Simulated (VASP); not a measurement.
# BaMg2N2 (P6/mmm) in VASP: further runs, part 2 of 2

VASP 6.6.1. The steps go on from the part before.

### Step 3. Single point, PBE

This run uses another cell than the first one, of 32.22 Å³/atom.

INCAR reads:

```
SYSTEM = BaMg2N2
ALGO = Normal ; EDIFF = 1E-6
ENCUT = 840 ; GGA = PE
GGA_COMPAT = .FALSE. ; ISIF = 2
ISMEAR = 0 ; LASPH = .TRUE.
LCHARG = .TRUE. ; LELF = .TRUE.
LREAL = .FALSE. ; LVHAR = .TRUE.
LWAVE = .FALSE. ; NBANDS = 28
NELM = 120 ; PREC = Accurate
SIGMA = 0.1
```

KPOINTS reads:

```
k-points
0
G
  12 12 6
  0 0 0
```

POSCAR reads:

```
BaMg2N2
1.0
    5.3887825109      0.0000000000      0.0000000000
   -2.6943912554      4.6668225499      0.0000000000
    0.0000000000      0.0000000000      6.4059391397
Ba Mg N
1 2 2
Direct
    0.0000000000      0.0000000000      0.0000000000
    0.3333333333      0.6666666667      0.5000000000
    0.6666666667      0.3333333333      0.5000000000
    0.0000000000      0.0000000000      0.4095759094
    0.0000000000      0.0000000000      0.5904240906
```

Potentials or basis: VASP PAW PBE potentials, release 64 (Ba_sv, Mg_sv, N).

Command:

```sh
$ cat potpaw_PBE.64/Ba_sv/POTCAR potpaw_PBE.64/Mg_sv/POTCAR potpaw_PBE.64/N/POTCAR > POTCAR
$ mpirun -np 1 vasp_std > vasp.out
```

OUTCAR:

```text
SYSTEM = BaMg2N2
   EDIFF = 1E-6
   ENCUT = 840
   GGA = PE
   ISIF = 2
   ISMEAR = 0
   LASPH = .TRUE.
   LREAL = .FALSE.
   NELM = 120
   PREC = Accurate

 ion  position               nearest neighbor table
   1  0.000  0.000  0.000-   4 2.62   5 2.62
   2  0.333  0.667  0.500-
   3  0.667  0.333  0.500-
   4  0.000  0.000  0.410-   5 1.16   1 2.62
   5  0.000  0.000  0.590-   4 1.16   1 2.62

  LATTYP: Found a hexagonal cell.
 ALAT       =     5.3887825109
[... 946 lines left out ...]
  --------------------------------------------------------------------------------------
  -------------------------------------------------------------------------------------
  Total       -0.0535992     -0.0535992      1.3623212     -0.0000000     -0.0000000      0.0000000
  in kB       -0.5330573     -0.5330573     13.5486293     -0.0000000     -0.0000000      0.0000000
  external PRESSURE =       4.1608382 kB  Pullay stress =       0.0000000 kB

 VOLUME and BASIS-vectors are now :
 -----------------------------------------------------------------------------
  energy-cutoff  :      840.00
  volume of cell :      161.10
      direct lattice vectors                 reciprocal lattice vectors
     5.388782511  0.000000000  0.000000000     0.185570674  0.107139278  0.000000000
    -2.694391255  4.666822550  0.000000000     0.000000000  0.214278557  0.000000000
     0.000000000  0.000000000  6.405939140     0.000000000  0.000000000  0.156105136

 POSITION                                       TOTAL-FORCE (eV/Angst)
 -----------------------------------------------------------------------------------
      0.00000      0.00000      0.00000        -0.000000     -0.000000      0.000000
     -0.00000      3.11122      3.20297         0.000000     -0.000000      0.000000
      2.69439      1.55561      3.20297        -0.000000      0.000000      0.000000
      0.00000      0.00000      2.62372        -0.000000      0.000000     -0.581440
      0.00000      0.00000      3.78222        -0.000000     -0.000000      0.581440
 -----------------------------------------------------------------------------------
    total drift:                                0.000000      0.000000      0.000000

  FREE ENERGIE OF THE ION-ELECTRON SYSTEM (eV)
  ---------------------------------------------------
  free  energy   TOTEN  =       -20.5032966930 eV

  energy  without entropy=      -20.4887863788  energy(sigma->0) =      -20.49604154
```

OSZICAR:

```text
N       E                     dE             d eps       ncg     rms          rms(c)
DAV:   1     0.416904321596E+03    0.41690E+03   -0.28032E+04  5112   0.189E+03
DAV:   2     0.299370316290E+02   -0.38697E+03   -0.37747E+03  5452   0.446E+02
DAV:   3    -0.181685364840E+02   -0.48106E+02   -0.47324E+02  6508   0.126E+02
DAV:   4    -0.236614105494E+02   -0.54929E+01   -0.54259E+01  6200   0.373E+01
DAV:   5    -0.241967931868E+02   -0.53538E+00   -0.53501E+00  5856   0.763E+00    0.153E+01
DAV:   6    -0.239284376700E+02    0.26836E+00   -0.14800E+02  6072   0.264E+01    0.104E+01
DAV:   7    -0.210702625813E+02    0.28582E+01   -0.48209E+00  5464   0.983E+00    0.568E+00
DAV:   8    -0.206418339734E+02    0.42843E+00   -0.58109E+00  5464   0.824E+00    0.272E+00
DAV:   9    -0.205173672822E+02    0.12447E+00   -0.20085E+00  5612   0.463E+00    0.664E-01
DAV:  10    -0.205063448758E+02    0.11022E-01   -0.40831E-02  5464   0.889E-01    0.364E-01
DAV:  11    -0.205044579122E+02    0.18870E-02   -0.46208E-02  5732   0.664E-01    0.257E-01
DAV:  12    -0.205032928470E+02    0.11651E-02   -0.62998E-03  5692   0.361E-01    0.548E-02
DAV:  13    -0.205032917196E+02    0.11274E-05   -0.56901E-04  5248   0.956E-02    0.139E-02
DAV:  14    -0.205032978994E+02   -0.61798E-05   -0.53881E-05  4676   0.396E-02    0.662E-03
DAV:  15    -0.205032980485E+02   -0.14906E-06   -0.15270E-05  5016   0.126E-02    0.662E-03
DAV:  16    -0.205032969537E+02    0.10948E-05   -0.24229E-06  3900   0.687E-03    0.271E-03
DAV:  17    -0.205032966930E+02    0.26074E-06   -0.13736E-06  3768   0.457E-03
   1 F= -.20503297E+02 E0= -.20496042E+02  d E =-.145103E-01
```

stdout:

```text
POSCAR found type information on POSCAR BaMgN
 POSCAR found :  3 types and       5 ions
 scaLAPACK will be used
 LDA part: xc-table for (Slater+PW92), standard interpolation
 POSCAR, INCAR and KPOINTS ok, starting setup
 FFT: planning ... GRIDC
 FFT: planning ... GRID_SOFT
 FFT: planning ... GRID
 WAVECAR not read
 entering main loop
```

It took 11 min on 1 thread of Intel Xeon Platinum 8488C (Sapphire Rapids), shared host; peak memory 0.91 GiB.

What came out:

- Free energy: -20.5033 eV
- Pressure: 0.4 GPa
- Largest force: 0.581 eV/Å
- Band gap on the k mesh: zero (bands 20 and 21 overlap by 1.41 eV)

Forces in eV/Å, atoms in the order of the input:
```
Ba   0.000  0.000  0.000
Mg   0.000  0.000  0.000
Mg   0.000  0.000  0.000
N    0.000  0.000 -0.581
N    0.000  0.000  0.581
```

Levels at points of the mesh, in eV from the Fermi level:
```
           k point  band 18  band 19  band 20  band 21  band 22  band 23
(0.00, 0.00, 0.00)    -3.27     0.22     0.22     0.58     0.71     1.04
(0.50, 0.00, 0.00)    -1.77    -1.54    -0.80     0.05     1.75     1.78
(0.00, 0.00, 0.50)    -2.92    -1.32     0.91     0.91     1.59     1.59
(0.50, 0.00, 0.50)    -1.68    -1.16    -0.42     0.18     0.76     1.56
```

Caveat: the standard files for N, O and F lose accuracy on very short bonds; spin-orbit coupling is left out, which moves the levels of the heavy elements.

### Step 4. Single point, PBE

This run uses another cell than the first one, of 32.22 Å³/atom.

INCAR reads:

```
  ALGO = Normal
  EDIFF = 1E-6
  ENCUT = 840
  GGA = PE
  GGA_COMPAT = False
  ISIF = 2
  ISMEAR = 0
  LASPH = True
  LCHARG = False
  LREAL = False
  LWAVE = False
  NBANDS = 28
  NELM = 120
  PREC = Accurate
  SIGMA = 0.1
```

KPOINTS reads:

```
k-points
0
Gamma
  6 6 4
```

POSCAR is that of step 3.

Potentials or basis: VASP PAW PBE potentials, release 64 (Ba_sv, Mg_sv, N).

Command:

```sh
$ cat potpaw_PBE.64/Ba_sv/POTCAR potpaw_PBE.64/Mg_sv/POTCAR potpaw_PBE.64/N/POTCAR > POTCAR
$ mpirun -np 1 vasp_std > vasp.out
```

OUTCAR:

```text
EDIFF = 1E-6
   ENCUT = 840
   GGA = PE
   ISIF = 2
   ISMEAR = 0
   LASPH = True
   LREAL = False
   NELM = 120
   PREC = Accurate

 ion  position               nearest neighbor table
   1  0.000  0.000  0.000-   4 2.62   5 2.62
   2  0.333  0.667  0.500-
   3  0.667  0.333  0.500-
   4  0.000  0.000  0.410-   5 1.16   1 2.62
   5  0.000  0.000  0.590-   4 1.16   1 2.62

  LATTYP: Found a hexagonal cell.
[... 846 lines left out ...]
  FORCE on cell =-STRESS in cart. coord.  units (eV):
  Direction    XX          YY          ZZ          XY          YZ          ZX
  --------------------------------------------------------------------------------------
  -------------------------------------------------------------------------------------
  Total       -0.0377887     -0.0377887      1.3194747     -0.0000000     -0.0000000      0.0000000
  in kB       -0.3758180     -0.3758180     13.1225098     -0.0000000     -0.0000000      0.0000000
  external PRESSURE =       4.1236246 kB  Pullay stress =       0.0000000 kB

 VOLUME and BASIS-vectors are now :
 -----------------------------------------------------------------------------
  energy-cutoff  :      840.00
  volume of cell :      161.10
      direct lattice vectors                 reciprocal lattice vectors
     5.388782511  0.000000000  0.000000000     0.185570674  0.107139278  0.000000000
    -2.694391255  4.666822550  0.000000000     0.000000000  0.214278557  0.000000000
     0.000000000  0.000000000  6.405939140     0.000000000  0.000000000  0.156105136

 POSITION                                       TOTAL-FORCE (eV/Angst)
 -----------------------------------------------------------------------------------
      0.00000      0.00000      0.00000        -0.000000     -0.000000      0.000000
     -0.00000      3.11122      3.20297         0.000000     -0.000000      0.000000
      2.69439      1.55561      3.20297        -0.000000      0.000000      0.000000
      0.00000      0.00000      2.62372        -0.000000      0.000000     -0.599498
      0.00000      0.00000      3.78222        -0.000000      0.000000      0.599498
 -----------------------------------------------------------------------------------
    total drift:                                0.000000      0.000000      0.000000

  FREE ENERGIE OF THE ION-ELECTRON SYSTEM (eV)
  ---------------------------------------------------
  free  energy   TOTEN  =       -20.5143251589 eV

  energy  without entropy=      -20.5012851494  energy(sigma->0) =      -20.50780515
```

stdout:

```text
POSCAR found type information on POSCAR BaMgN
 POSCAR found :  3 types and       5 ions
 scaLAPACK will be used
 LDA part: xc-table for (Slater+PW92), standard interpolation
 POSCAR, INCAR and KPOINTS ok, starting setup
 FFT: planning ... GRIDC
 FFT: planning ... GRID_SOFT
 FFT: planning ... GRID
 WAVECAR not read
 entering main loop
```

Wall time 3.3 min (1 thread of Intel Xeon Platinum 8488C (Sapphire Rapids), shared host); peak memory 0.52 GiB.

Results:

| Property | Result |
| --- | --- |
| Free energy | -20.5143 eV |
| Pressure | 0.4 GPa |
| Largest force | 0.599 eV/Å |
| Band gap on the k mesh | zero (bands 20 and 21 overlap by 1.42 eV) |

Forces on the atoms (eV/Å):
```
Ba   0.000  0.000  0.000
Mg   0.000  0.000  0.000
Mg   0.000  0.000  0.000
N    0.000  0.000 -0.599
N    0.000  0.000  0.599
```

Stress tensor (GPa, compression positive):
```
-0.04  0.00  0.00
 0.00 -0.04  0.00
 0.00  0.00  1.31
```

Caveat: the standard files for N, O and F lose accuracy on very short bonds; spin-orbit coupling is left out, which moves the levels of the heavy elements.

### Step 5. Single point, PBE

This run uses another cell than the first one, of 21.91 Å³/atom.

INCAR reads:

```
ALGO = Normal
EDIFF = 1E-6
ENCUT = 840
GGA = PE
GGA_COMPAT = False
ISIF = 2
ISMEAR = 0
LASPH = True
LCHARG = False
LREAL = False
LWAVE = False
NBANDS = 28
NELM = 120
PREC = Accurate
SIGMA = 0.1
```

KPOINTS reads:

```
k-points
0
Gamma
  6 6 2
```

POSCAR reads:

```
BaMg2N2
1.0
    4.0785328800      0.0000000000      0.0000000000
   -2.0392664400      3.5321130900      0.0000000000
    0.0000000000      0.0000000000      7.6047730500
Ba Mg N
1 2 2
Direct
    0.0000000000      0.0000000000      0.0000000000
    0.3333333300      0.6666666700      0.5000000000
    0.6666666700      0.3333333300      0.5000000000
    0.0000000000      0.0000000000      0.2816899800
    0.0000000000      0.0000000000      0.7183100200
```

Command:

```sh
$ cat potpaw_PBE.64/Ba_sv/POTCAR potpaw_PBE.64/Mg_sv/POTCAR potpaw_PBE.64/N/POTCAR > POTCAR
$ mpirun -np 1 vasp_std > vasp.out
```

Run time: 59 s. Hardware: 1 thread of AMD EPYC 9R14 (Zen 4), shared host; peak memory 0.35 GiB.

Results (log left out):

* Free energy: -14.8136 eV
* Pressure: 4.5 GPa
* Largest force: 4.749 eV/Å
* Band gap on the k mesh: zero (bands 20 and 21 overlap by 1.74 eV)

Forces on the atoms (eV/Å):
```
Ba   0.000  0.000  0.000
Mg   0.000  0.000  0.000
Mg   0.000  0.000  0.000
N    0.000  0.000  4.749
N    0.000  0.000 -4.749
```

Stress tensor (GPa, compression positive):
```
6.21 0.00 0.00
0.00 6.21 0.00
0.00 0.00 1.18
```

Levels at points of the mesh, in eV from the Fermi level:
```
           k point  band 18  band 19  band 20  band 21  band 22  band 23
(0.00, 0.00, 0.00)    -1.67    -1.67    -1.12    -0.83     0.06     1.85
(0.50, 0.00, 0.00)    -2.29    -2.17    -0.23     0.62     0.73     0.77
(0.00, 0.00, 0.50)    -2.24    -1.30    -1.30    -0.95     1.02     2.58
(0.50, 0.00, 0.50)    -2.43    -2.01    -1.59    -0.26     0.00     1.14
```

Caveat: the k points lie up to 0.41 Å⁻¹ apart, too coarse for converged energies and pressures of a metal; spin-orbit coupling is left out, which moves the levels of the heavy elements; forces of over 1 eV/Å act on the atoms, so gaps and moduli don't describe the material at rest.

### Step 6. The runs side by side

| cell | k mesh | gap on the mesh (eV) | pressure (GPa) | largest force (eV/Å) |
| --- | --- | --- | --- | --- |
| a = 5.366, b = 5.366, c = 6.372 Å, angles 90.0, 90.0, 120.0°, 5 atoms, atomic positions A | 6 × 6 × 2 | none | 0.6 | 0.58 |
| a = 5.389, b = 5.389, c = 6.406 Å, angles 90.0, 90.0, 120.0°, 5 atoms, atomic positions B | 12 × 12 × 6 | none | 0.4 | 0.58 |
| a = 5.389, b = 5.389, c = 6.406 Å, angles 90.0, 90.0, 120.0°, 5 atoms, atomic positions B | 6 × 6 × 4 | none | 0.4 | 0.60 |
| a = 4.079, b = 4.079, c = 7.605 Å, angles 90.0, 90.0, 120.0°, 5 atoms, atomic positions C | 6 × 6 × 2 | none | 4.5 | 4.75 |

Alike in all rows: task single point; level PBE; potentials or basis VASP PAW PBE potentials, release 64 (Ba_sv, Mg_sv, N); no spin polarisation; cutoff (eV) 840; smearing gaussian 0.1 eV.

Caveats: some runs use coarse meshes; spin-orbit coupling is left out, which moves the levels of the heavy elements; the standard files for N, O and F lose accuracy on very short bonds (at least some runs); forces of over 1 eV/Å act on the atoms, so gaps and moduli don't describe the material at rest (at least some runs).

Total energies depend on the potentials used, so only differences within one code and one set of settings carry meaning.
